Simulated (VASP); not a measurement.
Input of a VASP 6.6.1 run:

The input INCAR:

```
PREC = Accurate
ENCUT = 520
EDIFF = 1E-7
ISMEAR = 0
SIGMA = 0.1
LREAL = False
LASPH = True
NELM = 100
ALGO = Normal
ISIF = 2
LWAVE = False
LCHARG = False
GGA = PS
NBANDS = 16
```

File KPOINTS:

```
Automatic mesh
0
Gamma
  14 14 14
```

Contents of POSCAR:

```
ZrS
1.0
    0.0000000000      2.5415971792      2.5415971792
    2.5415971792      0.0000000000      2.5415971792
    2.5415971792      2.5415971792      0.0000000000
Zr S
1 1
Direct
    0.0000000000      0.0000000000      0.0000000000
    0.5000000000      0.5000000000      0.5000000000
```

Potentials or basis: VASP PAW PBE potentials, release 64 (Zr_sv, S).

Run with:

```sh
$ cat potpaw_PBE.64/Zr_sv/POTCAR potpaw_PBE.64/S/POTCAR > POTCAR
$ mpirun -np 1 vasp_std > vasp.out
```

(1) What does it give for the band gap on the k mesh?

(2) Estimate the pressure.

Results:

(1) zero (bands 9 and 10 overlap by 3.29 eV).

(2) 8.3 GPa.

Caveat: the cell stands under pressure; the PAW data sets were made with another functional, which shifts forces and pressure a little.
